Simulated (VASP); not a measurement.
# MnS (P6_3mc) in VASP: single point with LDA+U

Aim: the single point of MnS with LDA+U.

Program: VASP 6.6.1. These are calculated values, not measurements. Logs are shortened: lines on timing, memory, paths and dates and some standing lists are left out, and cuts for length are marked.

### 1 The cell of the first run

It takes space group P6_3mc (No. 186, hexagonal). The conventional cell has a = 3.976 Å, b = 3.976 Å, c = 6.432 Å, α = 90.00°, β = 90.00°, γ = 120.00°. Mn (site symmetry 3m) has 4 S at 2.41 to 2.48 Å within 3.2 Å. Within 3.2 Å of S (site symmetry 3m) lie 4 Mn at 2.41 to 2.48 Å.

### 2 Single point, LDA+U, collinear spin, ferromagnetic start

File INCAR:

```
SYSTEM = MnS
PREC     = Accurate       ! precision mode
ENCUT    = 520            ! plane-wave cutoff, eV
EDIFF    = 1E-6           ! SCF threshold, eV
ISMEAR   = 0              ! smearing method
SIGMA    = 0.05           ! smearing width, eV
LREAL    = .FALSE.        ! projectors in reciprocal space
LASPH    = .TRUE.         ! aspherical terms in the spheres
NELM     = 150            ! most SCF steps
ALGO     = Normal         ! electronic algorithm
ISIF     = 2              ! what is computed and relaxed
LWAVE    = .FALSE.        ! write WAVECAR
LCHARG   = .FALSE.        ! write CHGCAR
ISPIN    = 2              ! spin polarisation
MAGMOM   = 1.25 1.25 1.25 1.25 0 0 0 0 ! initial moments
LORBIT   = 11             ! projections on sites
NUPDOWN  = 5.0            ! fixed moment
LMAXMIX  = 4              ! l up to which the mixer works
LDAU     = .TRUE.         ! DFT+U
LDAUTYPE = 2            
LDAUL    = 2 -1           ! shell
LDAUU    = 4 0            ! U, eV
LDAUJ    = 0 0          
LDAUPRINT= 1            
GGA      = CA             ! functional
NBANDS   = 52             ! bands
```

File KPOINTS:

```
Automatic mesh
0
G
  6 6 2
  0 0 0
```

File POSCAR:

```
MnS
1.0
    3.9760016100      0.0000000000      0.0000000000
   -1.9880008000      3.4433184000      0.0000000000
    0.0000000000      0.0000000000     12.8640010000
Mn S
4 4
Direct
    0.3333333333      0.6666666667      0.0000000000
    0.6666666667      0.3333333333      0.2500000000
    0.3333333333      0.6666666667      0.5000000000
    0.6666666667      0.3333333333      0.7500000000
    0.3333333333      0.6666666667      0.1925000000
    0.6666666667      0.3333333333      0.4425000000
    0.3333333333      0.6666666667      0.6925000000
    0.6666666667      0.3333333333      0.9425000000
```

Potentials or basis: VASP PAW LDA potentials, release 64 (Mn_pv, S).

Launch:

```console
> cat potpaw_LDA.64/Mn_pv/POTCAR potpaw_LDA.64/S/POTCAR > POTCAR
> mpirun -np 1 vasp_std > vasp.out
```

OUTCAR:

```text
SYSTEM = MnS
   PREC = Accurate
   ENCUT = 520
   EDIFF = 1E-6
   ISMEAR = 0
   LREAL = .FALSE.
   LASPH = .TRUE.
   NELM = 150
   ISIF = 2
   ISPIN = 2
   LORBIT = 11
   NUPDOWN = 5.0
   GGA = CA

 ion  position               nearest neighbor table
   1  0.333  0.667  0.000-   8 2.41   8 2.41   8 2.41   5 2.48
   2  0.667  0.333  0.250-   5 2.41   5 2.41   5 2.41   6 2.48
   3  0.333  0.667  0.500-   6 2.41   6 2.41   6 2.41   7 2.48
   4  0.667  0.333  0.750-   7 2.41   7 2.41   7 2.41   8 2.48
   5  0.333  0.667  0.193-   2 2.41   2 2.41   2 2.41   1 2.48
   6  0.667  0.333  0.443-   3 2.41   3 2.41   3 2.41   2 2.48
   7  0.333  0.667  0.693-   4 2.41   4 2.41   4 2.41   3 2.48
   8  0.667  0.333  0.943-   1 2.41   1 2.41   1 2.41   4 2.48
[... 7 lines left out ...]
 A1 = (   3.9760016100,   0.0000000000,   0.0000000000)
 A2 = (  -1.9880008000,   3.4433184000,   0.0000000000)
 A3 = (   0.0000000000,   0.0000000000,  12.8640010000)

Analysis of symmetry for initial positions (statically):
=====================================================================
 Subroutine PRICEL returns following result:

  LATTYP: Found a hexagonal cell.
 ALAT       =     3.9760016100
 C/A-ratio  =     1.6177057081
[... 12 lines left out ...]
 Subroutine GETGRP returns: Found 12 space group operations
 (whereof  6 operations were pure point group operations)
 out of a pool of 24 trial point group operations.

The static configuration has the point symmetry C_3v.
 The point group associated with its full space group is C_6v.

Analysis of symmetry for dynamics (positions and initial velocities):
=====================================================================
 Subroutine PRICEL returns following result:

  LATTYP: Found a hexagonal cell.
 ALAT       =     3.9760016100
 C/A-ratio  =     1.6177057081
[... 12 lines left out ...]
 Subroutine GETGRP returns: Found 12 space group operations
 (whereof  6 operations were pure point group operations)
 out of a pool of 24 trial point group operations.

The dynamic configuration has the point symmetry C_3v.
 The point group associated with its full space group is C_6v.

Analysis of structural, dynamic, and magnetic symmetry:
=====================================================================
 Subroutine PRICEL returns following result:

  LATTYP: Found a hexagonal cell.
 ALAT       =     3.9760016100
 C/A-ratio  =     1.6177057081
[... 12 lines left out ...]
 Subroutine GETGRP returns: Found 12 space group operations
 (whereof  6 operations were pure point group operations)
 out of a pool of 24 trial point group operations.

The overall configuration has the point symmetry C_3v.
 The point group associated with its full space group is C_6v.

 Subroutine INISYM returns: Found 12 space group operations
 (whereof  6 operations are pure point group operations),
 and found     2 'primitive' translations

----------------------------------------------------------------------------------------

                                     Primitive cell

  volume of cell :      88.0582

  direct lattice vectors                    reciprocal lattice vectors
     3.976001610  0.000000000  0.000000000     0.251508952  0.145208761  0.000000000
    -1.988000800  3.443318400  0.000000000     0.000000000  0.290417523  0.000000000
     0.000000000  0.000000000  6.432000500     0.000000000  0.000000000  0.155472625

  length of vectors
     3.976001610  3.976001608  6.432000500     0.290417523  0.290417523  0.155472625

  position of ions in fractional coordinates (direct lattice)
     0.333333333  0.666666667  0.000000000
     0.666666667  0.333333333  0.500000000
     0.333333333  0.666666667  0.385000000
     0.666666667  0.333333333  0.885000000

  ion indices of the primitive-cell ions
   primitive index   ion index
                 1           1
                 2           2
                 3           5
                 4           8

----------------------------------------------------------------------------------------

 KPOINTS: Automatic mesh

Automatic generation of k-mesh.
 Grid dimensions read from file:
 generate k-points for:    6    6    2

 Generating k-lattice:

  Cartesian coordinates                     Fractional coordinates (reciprocal lattice)
[... 54 lines left out ...]
   NFREE  =      0    steps in history (QN), initial steepest desc. (CG)
   ISIF   =      2    stress and relaxation
   ISYM   =      2    0-nonsym 1-usesym 2-fastsym
   POTIM  = 0.5000    time-step for ionic-motion
   TEBEG  =    0.0;   TEEND  =   0.0 temperature during run
   PSTRESS=    0.0 pullay stress
   NELECT =      76.0000    total number of electrons
   NUPDOWN=       5.0000    fix difference up-down
   EMIN   =  10.00;   EMAX   =-10.00  energy-range for DOS
   EFERMI =   0.00;   METHOD = LEGACY
   ISMEAR =     0;   SIGMA  =   0.05  broadening in eV -4-tet -1-fermi 0-gaus
   EFERMI_NEDOS =   21; number of points for ismear=-14 and -15
   IALGO  =     38    algorithm
   IMIX   =      4    mixing-type and parameters
     AMIX     =   0.40;   BMIX     =  1.00
     AMIX_MAG =   1.60;   BMIX_MAG =  1.00
  volume/ion in A,a.u.               =      22.01       148.56
  Fermi-wavevector in a.u.,A,eV,Ry     =   1.237123  2.337823 20.823342  1.530472
  Thomas-Fermi vector in A             =   2.371703
   LORBIT       =     11    0 simple, 1 ext, 2 COOP (PROOUT), +10 PAW based schemes
 LDA+U is selected, type is set to LDAUTYPE =  2
   angular momentum for each species LDAUL =     2   -1
   U (eV)           for each species LDAUU =   4.0  0.0
   J (eV)           for each species LDAUJ =   0.0  0.0
   GGA     = CA    functional components
   LHFCALC =     F    Hartree Fock is set to
   AEXX    =    0.0000 exact exchange contribution
   IVDW    =     0    specifies the selected vdW correction
   LEPSILON=     F    determine dielectric tensor
   LRPA    =     F    only Hartree local field effects (RPA)
 spin polarized calculation
 Gauss-broadening in eV      SIGMA  =   0.05
  energy-cutoff  :      520.00
  volume of cell :      176.12
 maximum number of plane-waves:      4788
 NGX is ok and might be reduce to    30
   NGX = 15   NGY = 15   NGZ = 47

atom =   1  type =  1  l = 2

 onsite density matrix

spin component  1
[... 116 lines left out ...]
  o =  0.0371  v =  0.0000  0.0000  0.0000  0.0000  0.0000  0.3498 -0.6035  0.0000  0.6347 -0.3326      0.0000  0.0000  0.0000  0.0000  0.0000  0.0000  0.0000  0.0000  0.0000  0.0000
  o =  0.0371  v =  0.0000  0.0000  0.0000  0.0000  0.0000 -0.3326 -0.6347 -0.0000 -0.6035 -0.3498      0.0000  0.0000  0.0000  0.0000  0.0000  0.0000  0.0000  0.0000  0.0000  0.0000
  o =  0.4516  v =  0.6238  0.3508  0.0000 -0.3689 -0.5931  0.0000  0.0000  0.0000  0.0000  0.0000      0.0000  0.0000  0.0000  0.0000  0.0000  0.0000  0.0000  0.0000  0.0000  0.0000
  o =  0.4516  v = -0.5931  0.3689 -0.0000  0.3508 -0.6238  0.0000  0.0000  0.0000  0.0000  0.0000      0.0000  0.0000  0.0000  0.0000  0.0000  0.0000  0.0000  0.0000  0.0000  0.0000
  o =  0.4729  v =  0.0000  0.0000 -1.0000 -0.0000 -0.0000  0.0000  0.0000  0.0000  0.0000  0.0000      0.0000  0.0000  0.0000  0.0000  0.0000  0.0000  0.0000  0.0000  0.0000  0.0000
  o =  0.5975  v =  0.0000  0.0000  0.0000  0.0000  0.0000  0.6347  0.3326  0.0000 -0.3498 -0.6035      0.0000  0.0000  0.0000  0.0000  0.0000  0.0000  0.0000  0.0000  0.0000  0.0000
  o =  0.5975  v =  0.0000  0.0000  0.0000  0.0000  0.0000 -0.6035  0.3498 -0.0000  0.3326 -0.6347      0.0000  0.0000  0.0000  0.0000  0.0000  0.0000  0.0000  0.0000  0.0000  0.0000
  o =  0.6529  v =  0.0000  0.0000  0.0000  0.0000  0.0000  0.0000  0.0000 -1.0000 -0.0000 -0.0000      0.0000  0.0000  0.0000  0.0000  0.0000  0.0000  0.0000  0.0000  0.0000  0.0000
  o =  0.9006  v = -0.3689  0.5931  0.0000 -0.6238  0.3508  0.0000  0.0000  0.0000  0.0000  0.0000      0.0000  0.0000  0.0000  0.0000  0.0000  0.0000  0.0000  0.0000  0.0000  0.0000
  o =  0.9006  v =  0.3508  0.6238 -0.0000  0.5931  0.3689  0.0000  0.0000  0.0000  0.0000  0.0000      0.0000  0.0000  0.0000  0.0000  0.0000  0.0000  0.0000  0.0000  0.0000  0.0000

 number of electron      75.9999993 magnetization       4.9999993

 Free energy of the ion-electron system (eV)
  ---------------------------------------------------
  ext. energy  EPLUGINS =         0.00000000
  ---------------------------------------------------
  free energy    TOTEN  =       -39.38070254 eV

  energy without entropy =      -39.35207805  energy(sigma->0) =      -39.36639030

 E-fermi :   3.9941     XC(G=0):  -9.7579

 val. band max:        3.9901284877   @ k =   0.1667   0.1667   0.5000
 cond. band min:       3.7511179467   @ k =   0.3333   0.1667   0.0000
 fundamental gap:     -0.2390105410
 Fermi energy:         3.7502192764

 spin component 1

 k-point     1 :       0.0000    0.0000    0.0000
  band No.  band energies     occupation
      1     -44.2988      1.00000
      2     -44.2969      1.00000
      3     -44.2969      1.00000
      4     -44.2949      1.00000
      5     -44.2344      1.00000
      6     -44.2344      1.00000
[... 731 lines left out ...]
     49       8.7170      0.00000
     50       8.7170      0.00000
 Fermi energy:         3.9940529295

 spin component 2

 k-point     1 :       0.0000    0.0000    0.0000
  band No.  band energies     occupation
      1     -43.0849      1.00000
      2     -43.0849      1.00000
      3     -43.0846      1.00000
      4     -43.0846      1.00000
      5     -43.0846      1.00000
      6     -43.0846      1.00000
[... 731 lines left out ...]
     49       9.3719      0.00000
     50       9.3719      0.00000
 [bands above 50 left out]

------------------------ aborting loop because EDIFF is reached ----------------------------------------

  FORCE on cell =-STRESS in cart. coord.  units (eV):
  Direction    XX          YY          ZZ          XY          YZ          ZX
  --------------------------------------------------------------------------------------
  -------------------------------------------------------------------------------------
  Total      -19.7756025    -19.7756025    -18.0600642     -0.0000000      0.0000000      0.0000000
  in kB     -179.9038705   -179.9038705   -164.2971655     -0.0000003      0.0000000      0.0000000
  external PRESSURE =    -174.7016355 kB  Pullay stress =       0.0000000 kB

 VOLUME and BASIS-vectors are now :
 -----------------------------------------------------------------------------
  energy-cutoff  :      520.00
  volume of cell :      176.12
      direct lattice vectors                 reciprocal lattice vectors
     3.976001610  0.000000000  0.000000000     0.251508952  0.145208761  0.000000000
    -1.988000800  3.443318400  0.000000000     0.000000000  0.290417523  0.000000000
     0.000000000  0.000000000 12.864001000     0.000000000  0.000000000  0.077736312

 POSITION                                       TOTAL-FORCE (eV/Angst)
 -----------------------------------------------------------------------------------
      0.00000      2.29555      0.00000        -0.000000      0.000000      0.225544
      1.98800      1.14777      3.21600         0.000000     -0.000000      0.225544
      0.00000      2.29555      6.43200        -0.000000      0.000000      0.225544
      1.98800      1.14777      9.64800         0.000000     -0.000000      0.225544
      0.00000      2.29555      2.47632         0.000000     -0.000000     -0.225544
      1.98800      1.14777      5.69232        -0.000000      0.000000     -0.225544
      0.00000      2.29555      8.90832        -0.000000     -0.000000     -0.225544
      1.98800      1.14777     12.12432         0.000000      0.000000     -0.225544
 -----------------------------------------------------------------------------------
    total drift:                               -0.000001     -0.000001      0.001867

  FREE ENERGIE OF THE ION-ELECTRON SYSTEM (eV)
  ---------------------------------------------------
  free  energy   TOTEN  =       -39.3807025432 eV

  energy  without entropy=      -39.3520780550  energy(sigma->0) =      -39.36639030

 total charge

# of ion       s       p       d       tot
------------------------------------------
    1        0.249   6.171   5.075  11.496
    2        0.249   6.171   5.075  11.496
    3        0.249   6.171   5.075  11.496
    4        0.249   6.171   5.075  11.496
    5        1.321   2.316   0.000   3.637
    6        1.321   2.316   0.000   3.637
    7        1.321   2.316   0.000   3.637
    8        1.321   2.316   0.000   3.637
--------------------------------------------------
tot          6.282  33.949  20.302  60.533

 magnetization (x)

# of ion       s       p       d       tot
------------------------------------------
    1        0.011   0.002   1.252   1.265
    2        0.011   0.002   1.252   1.265
    3        0.011   0.002   1.252   1.265
    4        0.011   0.002   1.252   1.265
    5       -0.007  -0.047   0.000  -0.054
    6       -0.007  -0.047   0.000  -0.054
    7       -0.007  -0.047   0.000  -0.054
    8       -0.007  -0.047   0.000  -0.054
--------------------------------------------------
tot          0.017  -0.179   5.008   4.846
```

It took 25 min on 1 thread of Intel Xeon 8259CL, shared host; peak memory 0.37 GiB.

Results:

```yaml
Free_energy: -39.3807 eV
Pressure: -17.5 GPa
Largest_force: 0.226 eV/Å
Net_moment: 5.00 μB per cell
Site_moments: Mn +1.26; S -0.05 μB
Valence_electrons_inside_the_program's_atomic_spheres: Mn 11.50; S 3.64
```

Forces in eV/Å, atoms in the order of the input:
```
Mn   0.000  0.000  0.226
Mn   0.000  0.000  0.226
Mn   0.000  0.000  0.226
Mn   0.000  0.000  0.226
S    0.000  0.000 -0.226
S    0.000  0.000 -0.226
S    0.000  0.000 -0.226
S    0.000  0.000 -0.226
```

Eigenvalues of the final occupation matrices:
```
    site  spin  trace               eigenvalues
site 1 d     1   3.18  0.45 0.45 0.47 0.90 0.90
site 1 d     2   1.92  0.04 0.04 0.60 0.60 0.65
site 2 d     1   3.18  0.45 0.45 0.47 0.90 0.90
site 2 d     2   1.92  0.04 0.04 0.60 0.60 0.65
site 3 d     1   3.18  0.45 0.45 0.47 0.90 0.90
site 3 d     2   1.92  0.04 0.04 0.60 0.60 0.65
site 4 d     1   3.18  0.45 0.45 0.47 0.90 0.90
site 4 d     2   1.92  0.04 0.04 0.60 0.60 0.65
```

Caveat: the cell stands under tension; the total moment is fixed, so each spin has its own Fermi level and the state may be an excited one; the run started ferromagnetic, and an antiferromagnetic order may lie lower in energy.
